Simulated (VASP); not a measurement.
# GaP (P4/mmm) in VASP: further runs

GaP is run at these levels: PBEsol-based screened hybrid with 25 % exact exchange, HF; tasks: relaxation of cell and atoms.

Program: VASP 6.6.1. These are calculated values, not measurements. Logs are shortened: lines on timing, memory, paths and dates and some standing lists are left out, and cuts for length are marked.

## Step 1: The cell of the first run

The structure is tetragonal, space group P4/mmm (No. 123). Conventional cell: a = 3.457 Å, b = 3.457 Å, c = 2.803 Å, α = 90.00°, β = 90.00°, γ = 90.00°. Within 3.7 Å of Ga (site symmetry 4/mmm) lie 6 Ga at 2.80 to 3.46 Å and 8 P at 2.82 Å. Within 3.7 Å of P (site symmetry 4/mmm) lie 6 P at 2.80 to 3.46 Å and 8 Ga at 2.82 Å.

## Step 2: Relaxation of cell and atoms, PBEsol-based screened hybrid with 25 % exact exchange

POSCAR reads:

```
GaP
1.0
    3.4566600000      0.0000000000      0.0000000000
    0.0000000000      3.4566600000      0.0000000000
    0.0000000000      0.0000000000      2.8025600000
Ga P
1 1
Direct
    0.0000000000      0.0000000000      0.0000000000
    0.5000000000      0.5000000000      0.5000000000
```

INCAR.step1 reads:

```
PREC     = Accurate       # precision mode
ENCUT    = 600            # plane-wave cutoff, eV
EDIFF    = 1E-5           # SCF threshold, eV
ISMEAR   = -1             # smearing method
SIGMA    = 0.05           # smearing width, eV
LREAL    = F              # projectors in reciprocal space
LASPH    = T              # aspherical terms in the spheres
NELM     = 100            # most SCF steps
ALGO     = Normal         # electronic algorithm
LWAVE    = T              # write WAVECAR
LCHARG   = F              # write CHGCAR
GGA      = PE             # functional
NBANDS   = 16             # bands
```

INCAR.step2 reads:

```
PREC     = Accurate       # precision mode
ENCUT    = 600            # plane-wave cutoff, eV
EDIFF    = 1E-6           # SCF threshold, eV
ISMEAR   = -1             # smearing method
SIGMA    = 0.05           # smearing width, eV
LREAL    = F              # projectors in reciprocal space
LASPH    = T              # aspherical terms in the spheres
NELM     = 100            # most SCF steps
ALGO     = Normal         # electronic algorithm
ISIF     = 3              # what is computed and relaxed
LWAVE    = F              # write WAVECAR
LCHARG   = F              # write CHGCAR
GGA      = PS             # functional
LHFCALC  = T              # exact exchange
AEXX     = 0.25           # exact-exchange fraction
HFSCREEN = 0.207          # screening, 1/A
PRECFOCK = Normal       
IBRION   = 2              # ionic algorithm
NSW      = 60             # ionic steps
EDIFFG   = -0.01          # ionic threshold
ISTART   = 1
```

KPOINTS reads:

```
regular mesh
0
Gamma
  4 4 5
```

Potentials or basis: VASP PAW PBE potentials, release 64 (Ga_d, P).

Run with:

```console
> cat potpaw_PBE.64/Ga_d/POTCAR potpaw_PBE.64/P/POTCAR > POTCAR
> cp INCAR.step1 INCAR
> mpirun -np 1 vasp_std > vasp.out
> cp INCAR.step2 INCAR
> mpirun -np 1 vasp_std > vasp.out
```

OUTCAR:

```text
PREC = Accurate
   ENCUT = 600
   EDIFF = 1E-6
   ISMEAR = -1
   LREAL = F
   LASPH = T
   NELM = 100
   ISIF = 3
   GGA = PS
   LHFCALC = T
   AEXX = 0.25
   HFSCREEN = 0.207
   PRECFOCK = Normal
   IBRION = 2
   NSW = 60
   EDIFFG = -0.01
   ISTART = 1

 ion  position               nearest neighbor table
   1  0.000  0.000  0.000-   2 2.82   2 2.82   2 2.82   2 2.82   2 2.82   2 2.82   2 2.82   2 2.82

   2  0.500  0.500  0.500-   1 2.82   1 2.82   1 2.82   1 2.82   1 2.82   1 2.82   1 2.82   1 2.82

  LATTYP: Found a simple tetragonal cell.
 ALAT       =     3.4566600000
 C/A-ratio  =     0.8107710912

  Lattice vectors:

 A1 = (   3.4566600000,   0.0000000000,   0.0000000000)
 A2 = (   0.0000000000,   3.4566600000,   0.0000000000)
 A3 = (   0.0000000000,   0.0000000000,   2.8025600000)

Analysis of symmetry for initial positions (statically):
=====================================================================
 Subroutine PRICEL returns:
 Original cell was already a primitive cell.

 Routine SETGRP: Setting up the symmetry group for a
 simple tetragonal supercell.

 Subroutine GETGRP returns: Found 16 space group operations
 (whereof 16 operations were pure point group operations)
 out of a pool of 16 trial point group operations.

The static configuration has the point symmetry D_4h.

Analysis of symmetry for dynamics (positions and initial velocities):
=====================================================================
 Subroutine PRICEL returns:
 Original cell was already a primitive cell.

 Routine SETGRP: Setting up the symmetry group for a
 simple tetragonal supercell.

 Subroutine GETGRP returns: Found 16 space group operations
 (whereof 16 operations were pure point group operations)
 out of a pool of 16 trial point group operations.

The dynamic configuration has the point symmetry D_4h.

 Subroutine INISYM returns: Found 16 space group operations
 (whereof 16 operations are pure point group operations),
 and found     1 'primitive' translations

----------------------------------------------------------------------------------------

                                     Primitive cell

  volume of cell :      33.4864

  direct lattice vectors                    reciprocal lattice vectors
     3.456660000  0.000000000  0.000000000     0.289296604  0.000000000  0.000000000
     0.000000000  3.456660000  0.000000000     0.000000000  0.289296604  0.000000000
     0.000000000  0.000000000  2.802560000     0.000000000  0.000000000  0.356816625

  length of vectors
     3.456660000  3.456660000  2.802560000     0.289296604  0.289296604  0.356816625

  position of ions in fractional coordinates (direct lattice)
     0.000000000  0.000000000  0.000000000
     0.500000000  0.500000000  0.500000000

  ion indices of the primitive-cell ions
   primitive index   ion index
                 1           1
                 2           2

----------------------------------------------------------------------------------------

 KPOINTS: regular mesh

Automatic generation of k-mesh.
 Grid dimensions read from file:
 generate k-points for:    4    4    5

 Generating k-lattice:

  Cartesian coordinates                     Fractional coordinates (reciprocal lattice)
     0.072324151  0.000000000  0.000000000     0.250000000  0.000000000  0.000000000
     0.000000000  0.072324151  0.000000000     0.000000000  0.250000000  0.000000000
     0.000000000  0.000000000  0.071363325     0.000000000  0.000000000  0.200000000

  Length of vectors
     0.072324151  0.072324151  0.071363325

  Shift w.r.t. Gamma in fractional coordinates (k-lattice)
     0.000000000  0.000000000  0.000000000

 Subroutine IBZKPT returns following result:
 ===========================================

 Found     18 irreducible k-points:

 Following reciprocal coordinates:
            Coordinates               Weight
  0.000000  0.000000  0.000000      1.000000
  0.250000  0.000000  0.000000      4.000000
  0.500000  0.000000  0.000000      2.000000
  0.250000  0.250000  0.000000      4.000000
  0.500000  0.250000  0.000000      4.000000
  0.500000  0.500000  0.000000      1.000000
[... 10 lines left out ...]
  0.500000  0.250000  0.400000      8.000000
  0.500000  0.500000  0.400000      2.000000
   k-points           NKPTS =     18   k-points in BZ     NKDIM =     80   number of bands    NBANDS=     13
   number of dos      NEDOS =    301   number of ions     NIONS =      2
   total plane-waves  NPLWV =  18816
   dimension x,y,z NGX =    28 NGY =   28 NGZ =   24
   dimension x,y,z NGXF=    56 NGYF=   56 NGZF=   48
   ions per type =               1   1
   NGX,Y,Z   is equivalent  to a cutoff of  13.47, 13.47, 14.24 a.u.
   NGXF,Y,Z  is equivalent  to a cutoff of  26.93, 26.93, 28.47 a.u.
 SYSTEM =  unknown system
   PREC   = accura    normal or accurate (medium, high low for compatibility)
   ISTART =      1    job   : 0-new  1-cont  2-samecut
   ICHARG =      0    charge: 1-file 2-atom 10-const
   ISPIN  =      1    spin polarized calculation?
   LNONCOLLINEAR =      F non collinear calculations
   LSORBIT =      F    spin-orbit coupling
   LASPH  =      T    aspherical Exc in radial PAW
   ENCUT  =  600.0 eV  44.10 Ry    6.64 a.u.   6.90  6.90  5.60*2*pi/ulx,y,z
   NELM   =    100;   NELMIN=  2; NELMDL=  0     # of ELM steps
   EDIFF  = 0.1E-05   stopping-criterion for ELM
   LREAL  =      F    real-space projection
   EDIFFG = -.1E-01   stopping-criterion for IOM
   NSW    =     60    number of steps for IOM
   IBRION =      2    ionic relax: 0-MD 1-quasi-New 2-CG
   NFREE  =      1    steps in history (QN), initial steepest desc. (CG)
   ISIF   =      3    stress and relaxation
   ISYM   =      3    0-nonsym 1-usesym 2-fastsym
   POTIM  = 0.5000    time-step for ionic-motion
   TEBEG  =    0.0;   TEEND  =   0.0 temperature during run
   PSTRESS=    0.0 pullay stress
   NELECT =      18.0000    total number of electrons
   NUPDOWN=      -1.0000    fix difference up-down
   EMIN   =  10.00;   EMAX   =-10.00  energy-range for DOS
   EFERMI =   0.00;   METHOD = LEGACY
   ISMEAR =    -1;   SIGMA  =   0.05  broadening in eV -4-tet -1-fermi 0-gaus
   EFERMI_NEDOS =   21; number of points for ismear=-14 and -15
   IALGO  =     38    algorithm
   IMIX   =      1    mixing-type and parameters
     AMIX     =   0.40;   BMIX     =  1.00
     AMIX_MAG =   1.60;   BMIX_MAG =  1.00
  volume/ion in A,a.u.               =      16.74       112.99
  Fermi-wavevector in a.u.,A,eV,Ry     =   1.331097  2.515408 24.107051  1.771818
  Thomas-Fermi vector in A             =   2.460134
   LORBIT       =      0    0 simple, 1 ext, 2 COOP (PROOUT), +10 PAW based schemes
   GGA     = PS    functional components
   LHFCALC =     T    Hartree Fock is set to
   PRECFOCK=normal    Normal, Fast or Accurate (Low or Medium for compatibility)
   ENCUT4O =  -1.0   cutoff for four orbital integrals eV
   NKREDX  =     1    reduce k-point grid by
   NKREDY  =     1    reduce k-point grid by
   NKREDZ  =     1    reduce k-point grid by
   AEXX    =    0.2500 exact exchange contribution
   HFSCREEN=    0.2070 screening length (either q_TF or 0.3 A-1)
   HFSCREENC=   0.2070 screening length for correlation (either q_TF or 0.3 A-1)
   ENCUTFOCK=  -1.0 apply spherical cutoff to Coloumb kernel
   IVDW    =     0    specifies the selected vdW correction
   LEPSILON=     F    determine dielectric tensor
   LRPA    =     F    only Hartree local field effects (RPA)
 conjugate gradient relaxation of ions
 non-spin polarized calculation
  energy-cutoff  :      600.00
  volume of cell :       33.49
 maximum number of plane-waves:      1134
 NGX is ok and might be reduce to    28
  NGX = 24; NGY = 24; NGZ = 18

--------------------------------------- Ionic step        1  -------------------------------------------

 number of electron      17.9999989 magnetization

 Free energy of the ion-electron system (eV)
  ---------------------------------------------------
  ext. energy  EPLUGINS =         0.00000000
  ---------------------------------------------------
  free energy    TOTEN  =        -9.34025585 eV

  energy without entropy =       -9.32146750  energy(sigma->0) =       -9.33086168

------------------------ aborting loop because EDIFF is reached ----------------------------------------

  FORCE on cell =-STRESS in cart. coord.  units (eV):
  Direction    XX          YY          ZZ          XY          YZ          ZX
  --------------------------------------------------------------------------------------
  -------------------------------------------------------------------------------------
  Total       -2.0642964     -2.0642964      2.0508471      0.0000000     -0.0000000      0.0000000
  in kB      -98.7675751    -98.7675751     98.1240854      0.0000000     -0.0000000      0.0000000
  external PRESSURE =     -33.1370216 kB  Pullay stress =       0.0000000 kB

 VOLUME and BASIS-vectors are now :
 -----------------------------------------------------------------------------
  energy-cutoff  :      600.00
  volume of cell :       33.49
      direct lattice vectors                 reciprocal lattice vectors
     3.456660000  0.000000000  0.000000000     0.289296604  0.000000000  0.000000000
     0.000000000  3.456660000  0.000000000     0.000000000  0.289296604  0.000000000
     0.000000000  0.000000000  2.802560000     0.000000000  0.000000000  0.356816625
[... 145 lines left out ...]
 POSITION                                       TOTAL-FORCE (eV/Angst)
 -----------------------------------------------------------------------------------
      0.00000      0.00000      0.00000         0.000000      0.000000      0.000000
      1.61365      1.61365      1.49365         0.000000     -0.000000      0.000000
 -----------------------------------------------------------------------------------
    total drift:                                0.000001     -0.000000      0.000000

  FREE ENERGIE OF THE ION-ELECTRON SYSTEM (eV)
  ---------------------------------------------------
  free  energy   TOTEN  =        -9.5483546924 eV

  energy  without entropy=       -9.5359194567  energy(sigma->0) =       -9.54213707

--------------------------------------- Ionic step        6  -------------------------------------------

 number of electron      17.9999992 magnetization

 Free energy of the ion-electron system (eV)
  ---------------------------------------------------
  ext. energy  EPLUGINS =         0.00000000
  ---------------------------------------------------
  free energy    TOTEN  =        -9.55378181 eV

  energy without entropy =       -9.54128984  energy(sigma->0) =       -9.54753582

 E-fermi :   7.9627     XC(G=0):  -9.5316

 val. band max:        7.8873168082   @ k =   0.2500   0.0000   0.4000
 cond. band min:       7.9813659304   @ k =   0.2500   0.2500   0.4000
 fundamental gap:      0.0940491222
 Fermi energy:         7.9626955274

 k-point     1 :       0.0000    0.0000    0.0000
  band No.  band energies     occupation
      1     -10.0882      2.00000
      2     -10.0032      2.00000
      3      -9.8901      2.00000
      4      -9.8762      2.00000
      5      -9.8762      2.00000
      6      -8.2489      2.00000
      7       5.8378      2.00000
      8       5.8378      2.00000
      9       6.7722      2.00000
     10       8.5985      0.00001
     11      11.9891      0.00000
     12      13.4294      0.00000
     13      19.5839      0.00000

 k-point     2 :       0.2500    0.0000    0.0000
  band No.  band energies     occupation
      1     -10.0749      2.00000
      2      -9.9616      2.00000
      3      -9.9194      2.00000
      4      -9.8982      2.00000
      5      -9.8737      2.00000
      6      -7.3786      2.00000
      7       0.7058      2.00000
      8       6.7453      2.00000
      9       9.3391      0.00000
     10       9.5736      0.00000
     11      13.9380      0.00000
[... 278 lines left out ...]
 POSITION                                       TOTAL-FORCE (eV/Angst)
 -----------------------------------------------------------------------------------
      0.00000      0.00000      0.00000         0.000000      0.000000      0.000000
      1.62678      1.62678      1.48308         0.000000     -0.000000      0.000000
 -----------------------------------------------------------------------------------
    total drift:                               -0.000004     -0.000017     -0.000000

  FREE ENERGIE OF THE ION-ELECTRON SYSTEM (eV)
  ---------------------------------------------------
  free  energy   TOTEN  =        -9.5537818129 eV

  energy  without entropy=       -9.5412898358  energy(sigma->0) =       -9.54753582

 reached required accuracy - stopping structural energy minimisation
```

Wall time 1.6 h (1 thread of Intel Xeon 8259CL, shared host); peak memory 0.28 GiB.

What came out:

- Free energy: -9.5538 eV
- Relaxed volume: 15.70 Å³/atom
- Relaxed cell: a = 3.254 Å, b = 3.254 Å, c = 2.966 Å, α = 90.00°, β = 90.00°, γ = 90.00°
- Space group after relaxing (to 0.1 Å): P4/mmm (No. 123)
- Energy gained by relaxing: 106.8 meV/atom
- Ionic steps: 6
- Pressure after relaxing: 0.0 GPa
- Band gap on the k mesh: zero (bands 9 and 10 overlap by 5.79 eV)

The path:
```csv
step,energy change (eV),largest force (eV/Å),pressure (GPa),volume (Å³)
1,0.0000,0.0000,-3.31,33.49
2,-0.2090,0.0000,-0.29,31.73
3,-0.2102,0.0000,-0.26,31.64
4,-0.2132,0.0000,-0.11,31.47
5,-0.2081,0.0000,0.73,31.11
6,-0.2135,0.0000,-0.04,31.40
```

Final structure:
```
Ga P
1.0
     3.25355    0.00000    0.00000
     0.00000    3.25355    0.00000
     0.00000    0.00000    2.96616
Ga P
1 1
Direct
  0.00000 0.00000 0.00000
  0.50000 0.50000 0.50000
```

Levels at points of the mesh, in eV from the Fermi level:
| k point | band 5 | band 6 | band 7 | band 8 | band 9 | band 10 | band 11 | band 12 | band 13 |
| --- | --- | --- | --- | --- | --- | --- | --- | --- | --- |
| (0.00, 0.00, 0.00) | -17.84 | -16.21 | -2.12 | -2.12 | -1.19 | 0.64 | 4.03 | 5.47 | 11.62 |
| (0.50, 0.00, 0.00) | -17.83 | -13.64 | -10.74 | 0.37 | 2.53 | 3.91 | 4.19 | 4.67 | 7.34 |
| (0.50, 0.50, 0.00) | -17.78 | -11.26 | -7.28 | -7.28 | -6.36 | 3.40 | 9.92 | 9.92 | 10.03 |

Caveat: the k points lie up to 0.48 Å⁻¹ apart in the final cell, too coarse for converged energies and pressures of a metal; the PAW data sets were made with another functional, which shifts forces and pressure a little.

## Step 3: Relaxation of cell and atoms, HF

POSCAR is that of step 2.

INCAR.step1 reads:

```
SYSTEM = GaP
PREC     = Accurate       ! precision mode
ENCUT    = 600            ! plane-wave cutoff, eV
EDIFF    = 1E-5           ! SCF threshold, eV
ISMEAR   = -1             ! smearing method
SIGMA    = 0.05           ! smearing width, eV
LREAL    = .FALSE.        ! projectors in reciprocal space
LASPH    = .TRUE.         ! aspherical terms in the spheres
NELM     = 100            ! most SCF steps
ALGO     = Normal         ! electronic algorithm
LWAVE    = .TRUE.         ! write WAVECAR
LCHARG   = .FALSE.        ! write CHGCAR
GGA      = PE             ! functional
NBANDS   = 16             ! bands
```

INCAR.step2 reads:

```
SYSTEM = GaP
PREC     = Accurate       ! precision mode
ENCUT    = 600            ! plane-wave cutoff, eV
EDIFF    = 1E-6           ! SCF threshold, eV
ISMEAR   = -1             ! smearing method
SIGMA    = 0.05           ! smearing width, eV
LREAL    = .FALSE.        ! projectors in reciprocal space
LASPH    = .TRUE.         ! aspherical terms in the spheres
NELM     = 100            ! most SCF steps
ALGO     = Normal         ! electronic algorithm
ISIF     = 3              ! what is computed and relaxed
LWAVE    = .FALSE.        ! write WAVECAR
LCHARG   = .FALSE.        ! write CHGCAR
GGA      = PE             ! functional
LHFCALC  = .TRUE.         ! exact exchange
AEXX     = 1.0            ! exact-exchange fraction
ALDAC    = 0.0          
AGGAC    = 0.0          
PRECFOCK = Normal       
IBRION   = 2              ! ionic algorithm
NSW      = 60             ! ionic steps
EDIFFG   = -0.01          ! ionic threshold
ISTART   = 1
```

KPOINTS reads:

```
regular mesh
0
G
  4 4 5
  0 0 0
```

Potentials or basis: VASP PAW PBE potentials, release 64 (Ga_d, P).

Run with:

```console
> cat potpaw_PBE.64/Ga_d/POTCAR potpaw_PBE.64/P/POTCAR > POTCAR
> cp INCAR.step1 INCAR
> mpirun -np 1 vasp_std > vasp.out
> cp INCAR.step2 INCAR
> mpirun -np 1 vasp_std > vasp.out
```

Run time: 57 min. Hardware: 1 thread of Intel Xeon Platinum 8488C (Sapphire Rapids), shared host; peak memory 0.16 GiB.

It converged, with:

| Quantity | Value |
| --- | --- |
| Free energy | -13.2902 eV |
| Relaxed volume | 18.09 Å³/atom |
| Relaxed cell | a = 3.477 Å, b = 3.477 Å, c = 2.993 Å, α = 90.00°, β = 90.00°, γ = 90.00° |
| Space group after relaxing (to 0.1 Å) | P4/mmm (No. 123) |
| Energy gained by relaxing | 71.7 meV/atom |
| Ionic steps | 7 |
| Pressure after relaxing | 0.0 GPa |
| Band gap on the k mesh | zero (bands 9 and 10 overlap by 10.93 eV) |

The path:
```
step  energy change (eV)  largest force (eV/Å)  pressure (GPa)  volume (Å³)
   1              0.0000                0.0000            6.60        33.49
   2             -0.0790                0.0000           -0.51        36.78
   3             -0.1386                0.0000            1.65        35.39
   4             -0.1432                0.0000           -0.41        36.35
   5             -0.1434                0.0000            0.10        36.16
   6             -0.1434                0.0000           -0.12        36.19
   7             -0.1434                0.0000            0.01        36.17
```

Final structure:
```cif
data_structure
_symmetry_space_group_name_H-M 'P 1'
_symmetry_Int_Tables_number 1
_cell_length_a 3.4765
_cell_length_b 3.4765
_cell_length_c 2.9929
_cell_angle_alpha 90.000
_cell_angle_beta 90.000
_cell_angle_gamma 90.000
_cell_volume 36.17
loop_
_atom_site_label
_atom_site_type_symbol
_atom_site_fract_x
_atom_site_fract_y
_atom_site_fract_z
_atom_site_occupancy
Ga1 Ga 0.00000 0.00000 0.00000 1
P1 P 0.50000 0.50000 0.50000 1
```

Levels at points of the mesh, in eV from the Fermi level:
```tsv
k point	band 6	band 7	band 8	band 9	band 10	band 11	band 12	band 13
(0.00, 0.00, 0.00)	-21.87	-5.24	-5.24	-4.18	3.63	7.03	9.33	14.28
(0.50, 0.00, 0.00)	-19.39	-14.96	-2.84	5.54	5.95	6.14	6.34	11.42
(0.50, 0.50, 0.00)	-17.42	-10.60	-10.60	-9.89	6.77	13.81	13.81	13.90
```

Caveat: the k points lie up to 0.45 Å⁻¹ apart in the final cell, too coarse for converged energies and pressures of a metal; the PAW data sets were made with another functional, which shifts forces and pressure a little.

The gap in the log of VASP goes by the Fermi energy; the results here count the filled bands.